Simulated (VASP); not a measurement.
## Si: relaxation of cell and atoms with LDA

Si:

```xyz
2
Lattice="0.0000 2.7155 2.7155 2.7155 0.0000 2.7155 2.7155 2.7155 0.0000" Properties=species:S:1:pos:R:3 pbc="T T T"
Si    2.7155    2.7155    2.7155
Si    4.0732    4.0732    4.0732
```

```
Program                : VASP 6.6.1
Task                   : relaxation of cell and atoms
Functional             : LDA
Potentials or basis    : VASP PAW LDA potentials, release 64 (Si)
Cutoff                 : 500 eV
k mesh                 : 10 × 10 × 10
Occupations            : gaussian, width 0.02 eV
Spin                   : no spin polarisation
Dipole correction      : no
Further INCAR settings : ALGO = Normal; EDIFF = 1e-07; IBRION = 2; EDIFFG = -0.005; NSW = 100; ISIF = 3
```

* Relaxed volume: 19.71 Å³/atom
* Relaxed cell: a = 3.820 Å, b = 3.820 Å, c = 3.820 Å, α = 60.00°, β = 60.00°, γ = 60.00°
* Space group after relaxing (to 0.1 Å): Fd-3m (No. 227)
* Energy gained by relaxing: 1.4 meV/atom
* Ionic steps: 3
* Pressure after relaxing: 0.0 GPa
* Band gap on the k mesh: 0.45 eV (least direct gap 2.53 eV)

Step by step:
```tsv
step	energy change (eV)	largest force (eV/Å)	pressure (GPa)	volume (Å³)
1	0.0000	0.0000	-1.46	40.05
2	-0.0014	0.0000	1.08	39.00
3	-0.0029	0.0000	0.00	39.43
```

Final structure:
```
Si
1.0
     0.00000    2.70141    2.70141
     2.70141    0.00000    2.70141
     2.70141    2.70141    0.00000
Si
2
Direct
  0.50000 0.50000 0.50000
  0.75000 0.75000 0.75000
```

Levels at points of the mesh, in eV from the valence-band top:
```
           k point  band 1  band 2  band 3  band 4  band 5  band 6  band 7  band 8
(0.00, 0.00, 0.00)  -12.06    0.00    0.00    0.00    2.53    2.53    2.53    3.39
(0.50, 0.00, 0.00)   -9.69   -7.06   -1.21   -1.21    1.48    3.29    3.29    7.54
(0.50, 0.50, 0.00)   -7.86   -7.86   -2.89   -2.89    0.57    0.57   10.11   10.11
```

Run time: 28 s on 1 thread of Intel Xeon 8259CL (shared host), peak memory 0.14 GiB.

A k mesh can miss the band edges. Zero-point motion and thermal expansion aren't in these numbers.
